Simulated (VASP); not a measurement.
**Sc3Ge: single point with PBE**

Sc3Ge:

```
Sc Ge
1.0
     0.00000    3.45514    3.45514
     3.45514    0.00000    3.45514
     3.45514    3.45514    0.00000
Sc Ge
3 1
Direct
  0.00000 0.00000 0.00000
  0.25000 0.25000 0.25000
  0.75000 0.75000 0.75000
  0.50000 0.50000 0.50000
```

```
Program             : VASP 6.6.1
Task                : single point
Functional          : PBE
Potentials or basis : VASP PAW PBE potentials, release 64 (Sc_sv, Ge_d)
Cutoff              : 520 eV
k mesh              : 4 × 4 × 4
Occupations         : gaussian, width 0.1 eV
Spin                : collinear spin, ferromagnetic start
Starting moments    : [1.0, 1.0, 1.0, 0.0] μB
```

```json
{
  "Pressure": "0.2 GPa",
  "Net moment": "1.84 μB per cell",
  "Site moments": "Sc +0.62, +0.33; Ge -0.03 μB",
  "Valence electrons inside the program's atomic spheres": "Sc 9.59, 9.48; Ge 12.27"
}
```

Levels at points of the mesh, in eV from the Fermi level:
Spin up:
```
           k point  band 20  band 21  band 22  band 23  band 24  band 25  band 26  band 27  band 28  band 29
(0.00, 0.00, 0.00)    -2.29    -2.29    -1.33    -1.33    -0.51    -0.04    -0.04    -0.04     2.66     2.66
(0.50, 0.00, 0.00)    -2.47    -2.47    -0.33    -0.20    -0.20     0.01     0.01     0.32     1.35     1.35
(0.50, 0.50, 0.00)    -2.04    -1.91    -1.91    -1.85     0.11     0.11     0.12     1.33     1.33     1.35
```
Spin down:
| k point | band 21 | band 22 | band 23 | band 24 | band 25 | band 26 |
| --- | --- | --- | --- | --- | --- | --- |
| (0.00, 0.00, 0.00) | -2.14 | -0.95 | -0.95 | -0.03 | 0.67 | 0.67 |
| (0.50, 0.00, 0.00) | -2.31 | 0.26 | 0.40 | 0.40 | 0.47 | 0.47 |
| (0.50, 0.50, 0.00) | -1.77 | -1.48 | -1.27 | 0.54 | 0.70 | 0.70 |

Wall time 38 s on 1 thread of Intel(R) Xeon(R) 6975P-C (Granite Rapids) (shared host), peak memory 0.24 GiB.

Caveat: the k points lie up to 0.39 Å⁻¹ apart.
